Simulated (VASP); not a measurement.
Input of a VASP 6.6.1 run:

Contents of INCAR:

```
  PREC = Accurate
  ENCUT = 520
  EDIFF = 1E-7
  ISMEAR = -1
  SIGMA = 0.02
  LREAL = False
  LASPH = True
  NELM = 80
  ALGO = Normal
  ISIF = 2
  LWAVE = False
  LCHARG = True
  GGA = PE
  LELF = True
  LVHAR = True
  NBANDS = 29
```

KPOINTS

```
Automatic mesh
0
Gamma
  6 6 6
```

File POSCAR:

```
KZnF3
1.0
    3.9450135464      0.0000000000      0.0000000000
    0.0000000000      3.9450135464      0.0000000000
    0.0000000000      0.0000000000      4.1289367442
K Zn F
1 1 3
Direct
    0.0000000000      0.0000000000      0.0000000000
    0.5000000000      0.5000000000      0.5000000000
    0.5000000000      0.5000000000      0.0000000000
    0.5000000000      0.0000000000      0.5000000000
    0.0000000000      0.5000000000      0.5000000000
```

Potentials or basis: VASP PAW PBE potentials, release 64 (K_sv, Zn, F).

The run is started by

```console
$ cat potpaw_PBE.64/K_sv/POTCAR potpaw_PBE.64/Zn/POTCAR potpaw_PBE.64/F/POTCAR > POTCAR
$ mpirun -np 1 vasp_std > vasp.out
```

Task: Predict the band gap on the k mesh.

Result: 3.74 eV, indirect (least direct gap 5.90 eV).

Task: Predict the pressure.

Result: 8.5 GPa.

Stress tensor (GPa, compression positive):
```
10.18  0.00  0.00
 0.00 10.18  0.00
 0.00  0.00  5.23
```

Caveat: the cell differs from its parent crystal (epitaxial xy strain -2.5%). A k mesh can miss the band edges.
